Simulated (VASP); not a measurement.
Set up this calculation in VASP 6.6.1, as the native input.

```yaml
Task: single point
Functional: PBE
Potentials_or_basis: VASP PAW PBE potentials, release 64 (Hf_pv, N)
Cutoff: 520 eV
k_mesh: 10 × 10 × 10
Occupations: gaussian, width 0.1 eV
Spin: no spin polarisation
Dipole_correction: no
Further_INCAR_settings: ALGO = Normal; EDIFF = 1e-07; NBANDS = 30
```

The structure of Hf4N lies in POSCAR:

```
Hf4N
1.0
   -2.8632745553      2.8632745553      2.8632745553
    2.8632745553     -2.8632745553      2.8632745553
    2.8632745553      2.8632745553     -2.8632745553
Hf N
4 1
Direct
    0.5000000000      0.5000000000      0.5000000000
    0.5000000000      0.0000000000      0.0000000000
    0.0000000000      0.0000000000      0.5000000000
    0.0000000000      0.5000000000      0.0000000000
    0.0000000000      0.0000000000      0.0000000000
```

The input as run:

INCAR

```
SYSTEM = Hf4N
  PREC = Accurate
  ENCUT = 520
  EDIFF = 1E-7
  ISMEAR = 0
  SIGMA = 0.1
  LREAL = .FALSE.
  LASPH = .TRUE.
  NELM = 60
  ALGO = Normal
  ISIF = 2
  LWAVE = .FALSE.
  LCHARG = .FALSE.
  GGA = PE
  NBANDS = 30
```

KPOINTS

```
regular mesh
0
G
  10 10 10
  0 0 0
```

Potentials or basis: VASP PAW PBE potentials, release 64 (Hf_pv, N).

Launch:

```sh
$ cat potpaw_PBE.64/Hf_pv/POTCAR potpaw_PBE.64/N/POTCAR > POTCAR
$ mpirun -np 1 vasp_std > vasp.out
```

Results of the run:

- Pressure: -0.8 GPa

Wall time 86 s on 1 thread of Intel(R) Xeon(R) 6975P-C (Granite Rapids), with other jobs on the host, peak memory 0.3 GiB.
